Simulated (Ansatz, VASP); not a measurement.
# WCl in VASP and in Ansatz

```
CELL_PARAMETERS angstrom
2.81062 0.00000 0.00000
0.00000 2.81062 0.00000
0.00000 0.00000 4.66005
ATOMIC_POSITIONS crystal
W 0.00000 0.00000 0.50000
Cl 0.00000 0.00000 0.00000
```

Alike in both runs: functional PBE; k mesh 6 × 6 × 5; occupations gaussian, width 0.2 eV; no spin polarisation.

Ansatz relaxed the structure, and its values are those at the end. VASP's run is a single point on that final structure, the one shown.

```csv
,VASP,Ansatz
version,VASP 6.6.1,Ansatz 0.2.0
potentials or method,"VASP PAW PBE potentials, release 64 (W_sv, Cl), cutoff 500 eV","scalar-relativistic, plane waves, PAW"
valence electrons in the cell,21,21
```

```csv
,VASP,Ansatz,Ansatz less VASP
gap on the k mesh at the Fermi level (eV),none,none,-
pressure (GPa),0.1,0.0,-0.12
```

A gap of «none» marks a metal or a gap that the smearing closes.

The k mesh is coarse, so the values compare programs but aren't converged. Neither program's run includes spin-orbit coupling.
